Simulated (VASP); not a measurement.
# AlO2 (Cmmm) in VASP: notebook

Runs on AlO2. Level: PBE. Tasks: single point, relaxation of cell and atoms.

All numbers are computed with VASP 6.6.1; they aren't measurements. Logs are shortened: lines on timing, memory, paths and dates and some standing lists are left out, and cuts for length are marked.

## (1) The cell of the first run

It takes space group Cmmm (No. 65, orthorhombic). The conventional cell has a = 3.298 Å, b = 5.478 Å, c = 4.737 Å, α = 90.00°, β = 90.00°, γ = 90.00°. Within 2.2 Å of Al (site symmetry mmm) lie 2 O at 1.69 Å. O (site symmetry mm2) has 1 O at 1.36 Å and 1 Al at 1.69 Å within 1.8 Å.

The cell was built from a structure type or drawn by symmetry, and may not be a known phase.

## (2) Single point, PBE

INCAR

```
SYSTEM = AlO2
  ALGO = Normal
  EDIFF = 1E-6
  ENCUT = 520
  GGA = PE
  ISIF = 2
  ISMEAR = 0
  LASPH = .TRUE.
  LCHARG = .FALSE.
  LREAL = .FALSE.
  LWAVE = .FALSE.
  NBANDS = 14
  NELM = 60
  PREC = Accurate
  SIGMA = 0.1
```

KPOINTS

```
k-points
0
G
  6 6 4
  0 0 0
```

POSCAR

```
AlO2
1.0
    1.6491875465     -2.7392125216      0.0000000000
    1.6491875465      2.7392125216      0.0000000000
    0.0000000000      0.0000000000      4.7367080999
Al O
1 2
Direct
    0.5000000000      0.5000000000      0.5000000000
    0.5000000000      0.5000000000      0.8564748555
    0.5000000000      0.5000000000      0.1435251445
```

Potentials or basis: VASP PAW PBE potentials, release 64 (Al, O).

The run is started by

```console
cat potpaw_PBE.64/Al/POTCAR potpaw_PBE.64/O/POTCAR > POTCAR
mpirun -np 1 vasp_std > vasp.out
```

OUTCAR:

```text
SYSTEM = AlO2
   EDIFF = 1E-6
   ENCUT = 520
   GGA = PE
   ISIF = 2
   ISMEAR = 0
   LASPH = .TRUE.
   LREAL = .FALSE.
   NELM = 60
   PREC = Accurate

 ion  position               nearest neighbor table
   1  0.500  0.500  0.500-   2 1.69   3 1.69
   2  0.500  0.500  0.856-   3 1.36   1 1.69
   3  0.500  0.500  0.144-   2 1.36   1 1.69

  LATTYP: Found a base centered orthorhombic cell.
 ALAT       =     3.2983750930
 B/A-ratio  =     1.6609466446
 C/A-ratio  =     1.4360732077

  Lattice vectors:

 A1 = (   1.6491875465,  -2.7392125216,   0.0000000000)
 A2 = (   1.6491875465,   2.7392125216,   0.0000000000)
 A3 = (   0.0000000000,   0.0000000000,   4.7367080999)

Analysis of symmetry for initial positions (statically):
=====================================================================
 Subroutine PRICEL returns:
 Original cell was already a primitive cell.

 Routine SETGRP: Setting up the symmetry group for a
 base centered orthorhombic supercell.

 Subroutine GETGRP returns: Found  8 space group operations
 (whereof  8 operations were pure point group operations)
 out of a pool of  8 trial point group operations.

The static configuration has the point symmetry D_2h.

Analysis of symmetry for dynamics (positions and initial velocities):
=====================================================================
 Subroutine PRICEL returns:
 Original cell was already a primitive cell.

 Routine SETGRP: Setting up the symmetry group for a
 base centered orthorhombic supercell.

 Subroutine GETGRP returns: Found  8 space group operations
 (whereof  8 operations were pure point group operations)
 out of a pool of  8 trial point group operations.

The dynamic configuration has the point symmetry D_2h.

 Subroutine INISYM returns: Found  8 space group operations
 (whereof  8 operations are pure point group operations),
 and found     1 'primitive' translations

----------------------------------------------------------------------------------------

                                     Primitive cell

  volume of cell :      42.7959

  direct lattice vectors                    reciprocal lattice vectors
     1.649187547 -2.739212522  0.000000000     0.303179587 -0.182534212  0.000000000
     1.649187547  2.739212522  0.000000000     0.303179587  0.182534212  0.000000000
     0.000000000  0.000000000  4.736708100     0.000000000  0.000000000  0.211117084

  length of vectors
     3.197359036  3.197359036  4.736708100     0.353887837  0.353887837  0.211117084

  position of ions in fractional coordinates (direct lattice)
     0.500000000  0.500000000  0.500000000
     0.500000000  0.500000000  0.856474855
     0.500000000  0.500000000  0.143525145

  ion indices of the primitive-cell ions
   primitive index   ion index
                 1           1
                 2           2
                 3           3

----------------------------------------------------------------------------------------

 KPOINTS: k-points

Automatic generation of k-mesh.
 Grid dimensions read from file:
 generate k-points for:    6    6    4

 Generating k-lattice:

  Cartesian coordinates                     Fractional coordinates (reciprocal lattice)
     0.050529931 -0.030422369  0.000000000     0.166666667 -0.000000000  0.000000000
     0.050529931  0.030422369  0.000000000    -0.000000000  0.166666667  0.000000000
     0.000000000  0.000000000  0.052779271     0.000000000  0.000000000  0.250000000

  Length of vectors
     0.058981306  0.058981306  0.052779271

  Shift w.r.t. Gamma in fractional coordinates (k-lattice)
     0.000000000  0.000000000  0.000000000

 Subroutine IBZKPT returns following result:
 ===========================================

 Found     39 irreducible k-points:

 Following reciprocal coordinates:
            Coordinates               Weight
  0.000000  0.000000  0.000000      1.000000
  0.166667  0.000000  0.000000      4.000000
  0.333333  0.000000  0.000000      4.000000
  0.500000  0.000000  0.000000      2.000000
  0.166667  0.166667  0.000000      2.000000
  0.333333  0.166667  0.000000      4.000000
[... 16 lines left out ...]
  0.333333  0.333333  0.250000      4.000000
  0.500000  0.333333  0.250000      8.000000
 [... further k-points ...]
   k-points           NKPTS =     39   k-points in BZ     NKDIM =     39   number of bands    NBANDS=     14
   number of dos      NEDOS =    301   number of ions     NIONS =      3
   total plane-waves  NPLWV =  20736
   dimension x,y,z NGX =    24 NGY =   24 NGZ =   36
   dimension x,y,z NGXF=    48 NGYF=   48 NGZF=   72
   ions per type =               1   2
   NGX,Y,Z   is equivalent  to a cutoff of  12.48, 12.48, 12.64 a.u.
   NGXF,Y,Z  is equivalent  to a cutoff of  24.96, 24.96, 25.27 a.u.
 SYSTEM =  AlO2
   PREC   = accura    normal or accurate (medium, high low for compatibility)
   ISTART =      0    job   : 0-new  1-cont  2-samecut
   ICHARG =      2    charge: 1-file 2-atom 10-const
   ISPIN  =      1    spin polarized calculation?
   LNONCOLLINEAR =      F non collinear calculations
   LSORBIT =      F    spin-orbit coupling
   LASPH  =      T    aspherical Exc in radial PAW
   ENCUT  =  520.0 eV  38.22 Ry    6.18 a.u.   5.94  5.94  8.81*2*pi/ulx,y,z
   NELM   =     60;   NELMIN=  2; NELMDL= -5     # of ELM steps
   EDIFF  = 0.1E-05   stopping-criterion for ELM
   LREAL  =      F    real-space projection
   EDIFFG = 0.1E-04   stopping-criterion for IOM
   NSW    =      0    number of steps for IOM
   IBRION =     -1    ionic relax: 0-MD 1-quasi-New 2-CG
   NFREE  =      0    steps in history (QN), initial steepest desc. (CG)
   ISIF   =      2    stress and relaxation
   ISYM   =      2    0-nonsym 1-usesym 2-fastsym
   POTIM  = 0.5000    time-step for ionic-motion
   TEBEG  =    0.0;   TEEND  =   0.0 temperature during run
   PSTRESS=    0.0 pullay stress
   NELECT =      15.0000    total number of electrons
   NUPDOWN=      -1.0000    fix difference up-down
   EMIN   =  10.00;   EMAX   =-10.00  energy-range for DOS
   EFERMI =   0.00;   METHOD = LEGACY
   ISMEAR =     0;   SIGMA  =   0.10  broadening in eV -4-tet -1-fermi 0-gaus
   EFERMI_NEDOS =   21; number of points for ismear=-14 and -15
   IALGO  =     38    algorithm
   IMIX   =      4    mixing-type and parameters
     AMIX     =   0.40;   BMIX     =  1.00
     AMIX_MAG =   1.60;   BMIX_MAG =  1.00
  volume/ion in A,a.u.               =      14.27        96.27
  Fermi-wavevector in a.u.,A,eV,Ry     =   1.154262  2.181239 18.127329  1.332321
  Thomas-Fermi vector in A             =   2.290900
   LORBIT       =      0    0 simple, 1 ext, 2 COOP (PROOUT), +10 PAW based schemes
   GGA     = PE    functional components
   LHFCALC =     F    Hartree Fock is set to
   AEXX    =    0.0000 exact exchange contribution
   IVDW    =     0    specifies the selected vdW correction
   LEPSILON=     F    determine dielectric tensor
   LRPA    =     F    only Hartree local field effects (RPA)
 non-spin polarized calculation
 Gauss-broadening in eV      SIGMA  =   0.10
  energy-cutoff  :      520.00
  volume of cell :       42.80
 maximum number of plane-waves:      1166
   NGX = 11   NGY = 11   NGZ = 17

 number of electron      15.0000007 magnetization

 Free energy of the ion-electron system (eV)
  ---------------------------------------------------
  ext. energy  EPLUGINS =         0.00000000
  ---------------------------------------------------
  free energy    TOTEN  =       -14.21800405 eV

  energy without entropy =      -14.21444920  energy(sigma->0) =      -14.21622663

 E-fermi :   2.4082     XC(G=0):  -9.0984

 val. band max:        2.3250141215   @ k =   0.3333   0.0000   0.2500
 cond. band min:       2.4430954688   @ k =  -0.3333   0.3333   0.2500
 fundamental gap:      0.1180813472
 Fermi energy:         2.4081930077

 k-point     1 :       0.0000    0.0000    0.0000
  band No.  band energies     occupation
      1     -20.7311      2.00000
      2     -13.6148      2.00000
      3      -7.8237      2.00000
      4      -2.1461      2.00000
      5      -2.0722      2.00000
      6       0.4764      2.00000
      7       2.0919      1.99999
      8       2.1507      1.99973
      9       6.6203      0.00000
     10      10.5252      0.00000
     11      11.3975      0.00000
     12      12.8796      0.00000
     13      13.3447      0.00000
     14      13.5175      0.00000

 k-point     2 :       0.1667    0.0000    0.0000
  band No.  band energies     occupation
      1     -20.6857      2.00000
      2     -13.5553      2.00000
      3      -7.6748      2.00000
      4      -2.6396      2.00000
      5      -2.1675      2.00000
      6       0.8986      2.00000
      7       1.7338      2.00000
      8       2.0765      2.00000
      9       6.7741      0.00000
     10       9.8399      0.00000
     11      11.2876      0.00000
     12      11.7907      0.00000
     13      11.8412      0.00000
     14      13.9569      0.00000

 k-point     3 :       0.3333    0.0000    0.0000
  band No.  band energies     occupation
      1     -20.5928      2.00000
      2     -13.4326      2.00000
      3      -7.3392      2.00000
      4      -3.5057      2.00000
      5      -2.3152      2.00000
      6       1.0745      2.00000
      7       1.9046      2.00000
      8       1.9612      2.00000
      9       6.4825      0.00000
     10       7.0310      0.00000
     11      10.6828      0.00000
     12      12.4331      0.00000
     13      12.8847      0.00000
     14      14.1584      0.00000

 k-point     4 :       0.5000    0.0000    0.0000
  band No.  band energies     occupation
      1     -20.5456      2.00000
      2     -13.3695      2.00000
      3      -7.1425      2.00000
      4      -3.9130      2.00000
      5      -2.3864      2.00000
      6       0.7748      2.00000
      7       1.9052      2.00000
      8       3.0168      0.00000
      9       4.5209      0.00000
     10       7.1448      0.00000
     11      10.3219      0.00000
     12      12.3530      0.00000
     13      13.7891      0.00000
     14      15.4111      0.00000

 k-point     5 :       0.1667    0.1667    0.0000
  band No.  band energies     occupation
      1     -20.6196      2.00000
      2     -13.4678      2.00000
      3      -7.4394      2.00000
      4      -3.1585      2.00000
      5      -2.4231      2.00000
      6       1.3402      2.00000
      7       1.5795      2.00000
      8       1.8845      2.00000
      9       6.9666      0.00000
     10       7.7793      0.00000
     11       9.4931      0.00000
[... 276 lines left out ...]
 k-point    22 :      -0.1667    0.1667    0.2500
  band No.  band energies     occupation
      1     -20.6473      2.00000
      2     -13.7824      2.00000
      3      -7.1001      2.00000
      4      -2.5437      2.00000
      5      -2.2218      2.00000
      6      -0.1568      2.00000
      7       1.9182      2.00000
      8       2.0104      2.00000
      9       7.1884      0.00000
     10      10.1866      0.00000
     11      10.8633      0.00000
     12      11.4523      0.00000
     13      13.4330      0.00000
     14      14.1530      0.00000

 k-point    23 :       0.3333    0.3333    0.2500
  band No.  band energies     occupation
      1     -20.4852      2.00000
      2     -13.5126      2.00000
      3      -6.6519      2.00000
      4      -3.2437      2.00000
      5      -3.2076      2.00000
      6       0.5694      2.00000
      7       0.5993      2.00000
      8       4.8136      0.00000
      9       5.0256      0.00000
     10       5.1135      0.00000
     11       9.5238      0.00000
     12      13.4576      0.00000
     13      13.7388      0.00000
     14      16.4702      0.00000

 k-point    24 :       0.5000    0.3333    0.2500
  band No.  band energies     occupation
      1     -20.4986      2.00000
      2     -13.5369      2.00000
      3      -6.7003      2.00000
      4      -3.5479      2.00000
      5      -2.6955      2.00000
      6       0.0512      2.00000
      7       1.3243      2.00000
      8       3.3920      0.00000
      9       5.4198      0.00000
     10       6.8434      0.00000
     11       9.6270      0.00000
     12      12.6912      0.00000
     13      13.9676      0.00000
     14      15.0507      0.00000

 [... further k-points ...]

------------------------ aborting loop because EDIFF is reached ----------------------------------------

  FORCE on cell =-STRESS in cart. coord.  units (eV):
  Direction    XX          YY          ZZ          XY          YZ          ZX
  --------------------------------------------------------------------------------------
  -------------------------------------------------------------------------------------
  Total       -0.0977504      0.0414584      0.3875733      0.0000000      0.0000000      0.0000000
  in kB       -3.6595434      1.5521038     14.5098221      0.0000000      0.0000000      0.0000000
  external PRESSURE =       4.1341275 kB  Pullay stress =       0.0000000 kB

 VOLUME and BASIS-vectors are now :
 -----------------------------------------------------------------------------
  energy-cutoff  :      520.00
  volume of cell :       42.80
      direct lattice vectors                 reciprocal lattice vectors
     1.649187547 -2.739212522  0.000000000     0.303179587 -0.182534212  0.000000000
     1.649187547  2.739212522  0.000000000     0.303179587  0.182534212  0.000000000
     0.000000000  0.000000000  4.736708100     0.000000000  0.000000000  0.211117084

 POSITION                                       TOTAL-FORCE (eV/Angst)
 -----------------------------------------------------------------------------------
      1.64919      0.00000      2.36835        -0.000000      0.000000      0.000000
      1.64919      0.00000      4.05687         0.000000     -0.000000     -0.210816
      1.64919      0.00000      0.67984         0.000000     -0.000000      0.210816
 -----------------------------------------------------------------------------------
    total drift:                               -0.000000     -0.000000      0.000000

  FREE ENERGIE OF THE ION-ELECTRON SYSTEM (eV)
  ---------------------------------------------------
  free  energy   TOTEN  =       -14.2180040491 eV

  energy  without entropy=      -14.2144492018  energy(sigma->0) =      -14.21622663
```

Run time: 6.6 s. Hardware: 1 thread of Intel Xeon 6975P-C (Granite Rapids), shared host; peak memory 0.15 GiB.

What came out:

- Free energy: -14.2180 eV
- Pressure: 0.4 GPa
- Largest force: 0.211 eV/Å
- Band gap on the k mesh: zero (an odd number of electrons rules out a gap without spin polarisation)

Forces in eV/Å, atoms in the order of the input:
```
Al   0.000  0.000  0.000
O    0.000  0.000 -0.211
O    0.000  0.000  0.211
```

Levels at points of the mesh, in eV from the Fermi level:
```csv
k point,band 5,band 6,band 7,band 8,band 9,band 10,band 11,band 12
"(0.00, 0.00, 0.00)",-4.48,-1.93,-0.32,-0.26,4.21,8.12,8.99,10.47
"(0.50, 0.00, 0.00)",-4.79,-1.63,-0.50,0.61,2.11,4.74,7.91,9.94
"(0.50, 0.50, 0.00)",-4.94,-1.64,-0.62,0.72,2.43,4.78,7.13,9.49
"(0.00, 0.00, 0.50)",-4.45,-3.63,-0.46,-0.39,5.63,6.12,11.26,11.37
"(0.50, 0.00, 0.50)",-4.73,-3.23,-0.76,0.26,2.61,6.02,8.71,9.81
"(0.50, 0.50, 0.50)",-4.86,-3.19,-0.93,0.60,2.69,5.88,7.99,10.02
```

Caveat: the k points lie up to 0.37 Å⁻¹ apart, too coarse for converged energies and pressures of a metal; an odd number of electrons without spin polarisation forces a metal; a magnetic or distorted state may lie lower.

## (3) Single point, PBE, collinear spin, ferromagnetic start

INCAR

```
SYSTEM = AlO2
PREC = Accurate ; ENCUT = 520
EDIFF = 1E-6 ; ISMEAR = 0
SIGMA = 0.1 ; LREAL = .FALSE.
LASPH = .TRUE. ; NELM = 150
ALGO = Normal ; ISIF = 2
LWAVE = .FALSE. ; LCHARG = .FALSE.
ISPIN = 2 ; MAGMOM = 0 1 1
LORBIT = 11 ; GGA = PE
NBANDS = 18
```

KPOINTS

```
Automatic mesh
0
G
  6 6 4
  0 0 0
```

POSCAR is that of step 2.

Potentials or basis: VASP PAW PBE potentials, release 64 (Al, O).

The run is started by

```console
cat potpaw_PBE.64/Al/POTCAR potpaw_PBE.64/O/POTCAR > POTCAR
mpirun -np 1 vasp_std > vasp.out
```

Run time: 20 s. Hardware: 1 thread of Intel Xeon 6975P-C (Granite Rapids), shared host; peak memory 0.18 GiB.

The run converged. Its results:

```
Free energy                                           : -14.2180 eV
Pressure                                              : 0.4 GPa
Largest force                                         : 0.211 eV/Å
Net moment                                            : 0.00 μB per cell
Valence electrons inside the program's atomic spheres : Al 0.71; O 5.02
```

Forces on the atoms (eV/Å):
```
Al   0.000  0.000  0.000
O    0.000  0.000 -0.211
O    0.000  0.000  0.211
```

Stress tensor (GPa, compression positive):
```
-0.36  0.00  0.00
 0.00  0.16  0.00
 0.00  0.00  1.46
```

Levels at points of the mesh, in eV from the Fermi level:
Spin up:
| k point | band 6 | band 7 | band 8 | band 9 | band 10 | band 11 |
| --- | --- | --- | --- | --- | --- | --- |
| (0.00, 0.00, 0.00) | -1.93 | -0.32 | -0.26 | 4.21 | 8.12 | 8.99 |
| (0.50, 0.00, 0.00) | -1.63 | -0.50 | 0.61 | 2.11 | 4.74 | 7.91 |
| (0.50, 0.50, 0.00) | -1.64 | -0.62 | 0.72 | 2.43 | 4.78 | 7.13 |
| (0.00, 0.00, 0.50) | -3.63 | -0.46 | -0.39 | 5.63 | 6.12 | 11.26 |
| (0.50, 0.00, 0.50) | -3.23 | -0.76 | 0.26 | 2.61 | 6.02 | 8.71 |
| (0.50, 0.50, 0.50) | -3.19 | -0.93 | 0.60 | 2.69 | 5.88 | 7.99 |
Spin down:
```tsv
k point	band 4	band 5	band 6	band 7	band 8	band 9	band 10	band 11	band 12	band 13
(0.00, 0.00, 0.00)	-4.55	-4.48	-1.93	-0.32	-0.26	4.21	8.12	8.99	10.47	10.94
(0.50, 0.00, 0.00)	-6.32	-4.79	-1.63	-0.50	0.61	2.11	4.74	7.91	9.94	11.38
(0.50, 0.50, 0.00)	-6.32	-4.94	-1.64	-0.62	0.72	2.43	4.78	7.13	9.49	11.58
(0.00, 0.00, 0.50)	-4.52	-4.45	-3.63	-0.46	-0.39	5.63	6.12	11.26	11.37	11.71
(0.50, 0.00, 0.50)	-5.94	-4.73	-3.23	-0.76	0.26	2.61	6.02	8.71	9.81	10.21
(0.50, 0.50, 0.50)	-5.95	-4.86	-3.19	-0.93	0.60	2.69	5.88	7.99	10.02	10.04
```

Caveat: the k points lie up to 0.37 Å⁻¹ apart.

(Part 1 of 2 ends here.)
